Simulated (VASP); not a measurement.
# Cs3Y2I9 (P6_3/mmc) in VASP: single point with PBE

Aim: the single point of Cs3Y2I9 with PBE.

All numbers are computed with VASP 6.6.1; they aren't measurements. Logs are shortened: lines on timing, memory, paths and dates and some standing lists are left out, and cuts for length are marked.

### 1 The cell of the first run

Symmetry: P6_3/mmc, No. 194, hexagonal system. Conventional cell: a = 8.406 Å, b = 8.406 Å, c = 21.280 Å, α = 90.00°, β = 90.00°, γ = 120.00°. Cs (site symmetry -6m2) has 12 I at 4.20 to 4.25 Å and 6 Y at 5.25 Å within 5.5 Å. Cs (site symmetry 3m) has 12 I at 4.09 to 4.58 Å and 4 Y at 4.76 to 5.20 Å within 5.4 Å. Y (site symmetry 3m) has 6 I at 2.92 to 3.13 Å within 3.8 Å. I (site symmetry mm2) has 2 Y at 3.13 Å within 4.1 Å. Within 3.8 Å of I (site symmetry m) lie 1 Y at 2.92 Å.

### 2 Single point, PBE

INCAR reads:

```
PREC = Accurate
ENCUT = 500
EDIFF = 1E-6
ISMEAR = -1
SIGMA = 0.02
LREAL = F
LASPH = T
NELM = 120
ALGO = Normal
ISIF = 2
LWAVE = F
LCHARG = F
GGA = PE
NBANDS = 132
GGA_COMPAT = F
KPAR = 4
```

KPOINTS reads:

```
Automatic mesh
0
Gamma
  4 4 2
```

POSCAR reads:

```
Cs3Y2I9
1.0
    8.4060000000      0.0000000000      0.0000000000
   -4.2030000000      7.2798095442      0.0000000000
    0.0000000000      0.0000000000     21.2800000000
Cs Y I
6 4 18
Direct
    0.0000000000      0.0000000000      0.2500000000
    0.0000000000      0.0000000000      0.7500000000
    0.3333333333      0.6666666667      0.0682904749
    0.6666666667      0.3333333333      0.5682904749
    0.3333333333      0.6666666667      0.4317095251
    0.6666666667      0.3333333333      0.9317095251
    0.6666666667      0.3333333333      0.1555121837
    0.3333333333      0.6666666667      0.6555121837
    0.6666666667      0.3333333333      0.3444878163
    0.3333333333      0.6666666667      0.8444878163
    0.5017320268      0.0034640537      0.2500000000
    0.4982679732      0.5017320268      0.7500000000
    0.9965359463      0.4982679732      0.2500000000
    0.4982679732      0.9965359463      0.7500000000
    0.5017320268      0.4982679732      0.2500000000
    0.0034640537      0.5017320268      0.7500000000
    0.8379378985      0.6758757971      0.0839685303
    0.1620621015      0.8379378985      0.5839685303
    0.3241242029      0.1620621015      0.0839685303
    0.1620621015      0.3241242029      0.5839685303
    0.8379378985      0.1620621015      0.0839685303
    0.6758757971      0.8379378985      0.5839685303
    0.3241242029      0.1620621015      0.4160314697
    0.1620621015      0.8379378985      0.9160314697
    0.8379378985      0.6758757971      0.4160314697
    0.6758757971      0.8379378985      0.9160314697
    0.8379378985      0.1620621015      0.4160314697
    0.1620621015      0.3241242029      0.9160314697
```

Potentials or basis: VASP PAW PBE potentials, release 64 (Cs_sv, Y_sv, I).

On the command line:

```console
> cat potpaw_PBE.64/Cs_sv/POTCAR potpaw_PBE.64/Y_sv/POTCAR potpaw_PBE.64/I/POTCAR > POTCAR
> mpirun -np 4 vasp_std > vasp.out
```

OUTCAR:

```text
PREC = Accurate
   ENCUT = 500
   EDIFF = 1E-6
   ISMEAR = -1
   LREAL = F
   LASPH = T
   NELM = 120
   ISIF = 2
   GGA = PE

 ion  position               nearest neighbor table
   1  0.000  0.000  0.250-
   2  0.000  0.000  0.750-
   3  0.333  0.667  0.068-
   4  0.667  0.333  0.568-
   5  0.333  0.667  0.432-
   6  0.667  0.333  0.932-
   7  0.667  0.333  0.156-  21 2.92  17 2.92  19 2.92  11 3.13  13 3.13  15 3.13   9 4.02
   8  0.333  0.667  0.656-  18 2.92  20 2.92  22 2.92  14 3.13  16 3.13  12 3.13  10 4.02
   9  0.667  0.333  0.344-  27 2.92  25 2.92  23 2.92  11 3.13  13 3.13  15 3.13   7 4.02
  10  0.333  0.667  0.844-  24 2.92  28 2.92  26 2.92  14 3.13  16 3.13  12 3.13   8 4.02
  11  0.502  0.003  0.250-   7 3.13   9 3.13
  12  0.498  0.502  0.750-   8 3.13  10 3.13
  13  0.997  0.498  0.250-   7 3.13   9 3.13
  14  0.498  0.997  0.750-   8 3.13  10 3.13
  15  0.502  0.498  0.250-   7 3.13   9 3.13
  16  0.003  0.502  0.750-   8 3.13  10 3.13
  17  0.838  0.676  0.084-   7 2.92
  18  0.162  0.838  0.584-   8 2.92
  19  0.324  0.162  0.084-   7 2.92
  20  0.162  0.324  0.584-   8 2.92
  21  0.838  0.162  0.084-   7 2.92
  22  0.676  0.838  0.584-   8 2.92
  23  0.324  0.162  0.416-   9 2.92
  24  0.162  0.838  0.916-  10 2.92
  25  0.838  0.676  0.416-   9 2.92
  26  0.676  0.838  0.916-  10 2.92
  27  0.838  0.162  0.416-   9 2.92
  28  0.162  0.324  0.916-  10 2.92

  LATTYP: Found a hexagonal cell.
 ALAT       =     8.4060000000
 C/A-ratio  =     2.5315251011

  Lattice vectors:

 A1 = (   8.4060000000,   0.0000000000,   0.0000000000)
 A2 = (  -4.2030000000,   7.2798095442,   0.0000000000)
 A3 = (   0.0000000000,   0.0000000000,  21.2800000000)

Analysis of symmetry for initial positions (statically):
=====================================================================
 Subroutine PRICEL returns:
 Original cell was already a primitive cell.

 Routine SETGRP: Setting up the symmetry group for a
 hexagonal supercell.

 Subroutine GETGRP returns: Found 24 space group operations
 (whereof 12 operations were pure point group operations)
 out of a pool of 24 trial point group operations.

The static configuration has the point symmetry D_3d.
 The point group associated with its full space group is D_6h.

[... 147 lines left out ...]
   NELM   =    120;   NELMIN=  2; NELMDL= -5     # of ELM steps
   EDIFF  = 0.1E-05   stopping-criterion for ELM
   LREAL  =      F    real-space projection
   EDIFFG = 0.1E-04   stopping-criterion for IOM
   NSW    =      0    number of steps for IOM
   IBRION =     -1    ionic relax: 0-MD 1-quasi-New 2-CG
   NFREE  =      0    steps in history (QN), initial steepest desc. (CG)
   ISIF   =      2    stress and relaxation
   ISYM   =      2    0-nonsym 1-usesym 2-fastsym
   POTIM  = 0.5000    time-step for ionic-motion
   TEBEG  =    0.0;   TEEND  =   0.0 temperature during run
   PSTRESS=    0.0 pullay stress
   NELECT =     224.0000    total number of electrons
   NUPDOWN=      -1.0000    fix difference up-down
   EMIN   =  10.00;   EMAX   =-10.00  energy-range for DOS
   EFERMI =   0.00;   METHOD = LEGACY
   ISMEAR =    -1;   SIGMA  =   0.02  broadening in eV -4-tet -1-fermi 0-gaus
   EFERMI_NEDOS =   21; number of points for ismear=-14 and -15
   IALGO  =     38    algorithm
   IMIX   =      4    mixing-type and parameters
     AMIX     =   0.40;   BMIX     =  1.00
     AMIX_MAG =   1.60;   BMIX_MAG =  1.00
  volume/ion in A,a.u.               =      46.51       313.85
  Fermi-wavevector in a.u.,A,eV,Ry     =   0.910466  1.720532 11.278532  0.828949
  Thomas-Fermi vector in A             =   2.034632
   LORBIT       =      0    0 simple, 1 ext, 2 COOP (PROOUT), +10 PAW based schemes
   GGA     = PE    functional components
   LHFCALC =     F    Hartree Fock is set to
   AEXX    =    0.0000 exact exchange contribution
   IVDW    =     0    specifies the selected vdW correction
   LEPSILON=     F    determine dielectric tensor
   LRPA    =     F    only Hartree local field effects (RPA)
 non-spin polarized calculation
  energy-cutoff  :      500.00
  volume of cell :     1302.21
 maximum number of plane-waves:     33174
 NGX is ok and might be reduce to    64
   NGX = 31   NGY = 31   NGZ = 77

 number of electron     224.0000001 magnetization

 Free energy of the ion-electron system (eV)
  ---------------------------------------------------
  ext. energy  EPLUGINS =         0.00000000
  ---------------------------------------------------
  free energy    TOTEN  =      -100.66120991 eV

  energy without entropy =     -100.66120991  energy(sigma->0) =     -100.66120991

 E-fermi :   1.5968     XC(G=0):  -7.6491

 val. band max:        1.1478552891   @ k =   0.0000   0.0000   0.0000
 cond. band min:       3.6900125335   @ k =   0.0000   0.0000   0.0000
 fundamental gap:      2.5421572444
 Fermi energy:         1.5968062124

 k-point     1 :       0.0000    0.0000    0.0000
  band No.  band energies     occupation
      1     -40.9354      2.00000
      2     -40.9354      2.00000
      3     -40.9328      2.00000
      4     -40.9328      2.00000
      5     -20.9726      2.00000
      6     -20.9726      2.00000
[... 1005 lines left out ...]
    123       5.0841      0.00000
    124       5.0841      0.00000
 [bands above 124 left out]

------------------------ aborting loop because EDIFF is reached ----------------------------------------

  FORCE on cell =-STRESS in cart. coord.  units (eV):
  Direction    XX          YY          ZZ          XY          YZ          ZX
  --------------------------------------------------------------------------------------
  -------------------------------------------------------------------------------------
  Total        5.9259578      5.9259578      6.1336526      0.0000000      0.0000000      0.0000000
  in kB        7.2910170      7.2910170      7.5465549      0.0000000      0.0000000      0.0000000
  external PRESSURE =       7.3761963 kB  Pullay stress =       0.0000000 kB

 VOLUME and BASIS-vectors are now :
 -----------------------------------------------------------------------------
  energy-cutoff  :      500.00
  volume of cell :     1302.21
      direct lattice vectors                 reciprocal lattice vectors
     8.406000000  0.000000000  0.000000000     0.118962646  0.068683116  0.000000000
    -4.203000000  7.279809544  0.000000000     0.000000000  0.137366231  0.000000000
     0.000000000  0.000000000 21.280000000     0.000000000  0.000000000  0.046992481

 POSITION                                       TOTAL-FORCE (eV/Angst)
 -----------------------------------------------------------------------------------
      0.00000      0.00000      5.32000        -0.000000      0.000000     -0.000000
      0.00000      0.00000     15.96000        -0.000000      0.000000     -0.000000
     -0.00000      4.85321      1.45322        -0.000000      0.000000      0.002320
      4.20300      2.42660     12.09322        -0.000000      0.000000      0.002320
     -0.00000      4.85321      9.18678        -0.000000      0.000000     -0.002320
      4.20300      2.42660     19.82678        -0.000000      0.000000     -0.002320
[... 20 lines left out ...]
      6.36256      1.17978      8.85315         0.000528     -0.000305     -0.002274
      0.00000      2.35956     19.49315        -0.000000     -0.000609     -0.002274
 -----------------------------------------------------------------------------------
    total drift:                               -0.000001      0.000001      0.000000

  FREE ENERGIE OF THE ION-ELECTRON SYSTEM (eV)
  ---------------------------------------------------
  free  energy   TOTEN  =      -100.6612099077 eV

  energy  without entropy=     -100.6612099077  energy(sigma->0) =     -100.66120991
```

OSZICAR:

```text
N       E                     dE             d eps       ncg     rms          rms(c)
DAV:   1     0.161786223688E+04    0.16179E+04   -0.86843E+04  2176   0.136E+03
DAV:   2     0.796849274409E+02   -0.15382E+04   -0.14979E+04  2772   0.269E+02
DAV:   3    -0.953669377033E+02   -0.17505E+03   -0.17446E+03  2544   0.878E+01
DAV:   4    -0.103932991814E+03   -0.85661E+01   -0.85538E+01  3152   0.198E+01
DAV:   5    -0.104447040181E+03   -0.51405E+00   -0.51396E+00  3280   0.365E+00    0.519E+01
DAV:   6    -0.101003550063E+03    0.34435E+01   -0.65800E+00  2400   0.486E+00    0.379E+01
DAV:   7    -0.101326129853E+03   -0.32258E+00   -0.12182E+01  2904   0.648E+00    0.771E+00
DAV:   8    -0.100644505207E+03    0.68162E+00   -0.40810E+00  2344   0.411E+00    0.349E+00
DAV:   9    -0.100661978043E+03   -0.17473E-01   -0.47373E-01  2480   0.133E+00    0.211E+00
DAV:  10    -0.100659940494E+03    0.20375E-02   -0.28113E-02  2712   0.343E-01    0.111E+00
DAV:  11    -0.100661694564E+03   -0.17541E-02   -0.82948E-03  2448   0.231E-01    0.334E-01
DAV:  12    -0.100661093519E+03    0.60104E-03   -0.19366E-03  2616   0.965E-02    0.187E-01
DAV:  13    -0.100661139185E+03   -0.45666E-04   -0.37732E-04  2840   0.361E-02    0.710E-02
DAV:  14    -0.100661186332E+03   -0.47146E-04   -0.14259E-04  2696   0.308E-02    0.298E-02
DAV:  15    -0.100661215830E+03   -0.29498E-04   -0.18213E-04  2904   0.306E-02    0.755E-02
DAV:  16    -0.100661210939E+03    0.48912E-05   -0.31838E-05  2336   0.121E-02    0.292E-02
DAV:  17    -0.100661209844E+03    0.10944E-05   -0.81680E-06  2360   0.528E-03    0.956E-03
DAV:  18    -0.100661209908E+03   -0.63323E-07   -0.15133E-06  1528   0.365E-03
   1 F= -.10066121E+03 E0= -.10066121E+03  d E =-.105211E-10
```

stdout:

```text
POSCAR found type information on POSCAR CsY I
 POSCAR found :  3 types and      28 ions
 scaLAPACK will be used
 -----------------------------------------------------------------------------
|                                                                             |
|                                                                             |
|     You have a (more or less) 'large supercell' and for larger cells it     |
|     might be more efficient to use real-space projection operators.         |
|     Therefore, try LREAL= Auto in the INCAR file.                           |
|     Mind: For very accurate calculation, you might also keep the            |
|     reciprocal projection scheme (i.e. LREAL=.FALSE.).                      |
|                                                                             |
 -----------------------------------------------------------------------------

 LDA part: xc-table for (Slater+PW92), standard interpolation
 POSCAR, INCAR and KPOINTS ok, starting setup
 FFT: planning ... GRIDC
 FFT: planning ... GRID_SOFT
 FFT: planning ... GRID
 WAVECAR not read
 entering main loop
```

Run time: 18 min. Hardware: 4 MPI ranks of Intel Xeon Platinum 8488C (Sapphire Rapids), shared host; peak memory 1.8 GiB.

What came out:

- Free energy: -100.6612 eV
- Pressure: 0.7 GPa
- Band gap on the k mesh: 2.54 eV, direct

Forces in eV/Å, atoms in the order of the input:
```
Cs   0.000  0.000  0.000
Cs   0.000  0.000  0.000
Cs   0.000  0.000  0.002
Cs   0.000  0.000  0.002
Cs   0.000  0.000 -0.002
Cs   0.000  0.000 -0.002
Y    0.000  0.000 -0.002
Y    0.000  0.000 -0.002
Y    0.000  0.000  0.002
Y    0.000  0.000  0.002
I    0.000 -0.003  0.000
I    0.002 -0.001  0.000
I    0.002  0.001  0.000
I    0.000  0.003  0.000
I   -0.002  0.001  0.000
I   -0.002 -0.001  0.000
I    0.000  0.001  0.002
I   -0.001  0.000  0.002
I   -0.001  0.000  0.002
I    0.000 -0.001  0.002
I    0.001  0.000  0.002
I    0.001  0.000  0.002
I   -0.001  0.000 -0.002
I   -0.001  0.000 -0.002
I    0.000  0.001 -0.002
I    0.001  0.000 -0.002
I    0.001  0.000 -0.002
I    0.000 -0.001 -0.002
```

Caveat: spin-orbit coupling is left out, which moves the levels of the heavy elements. As with any semilocal functional, this PBE gap is likely too small.
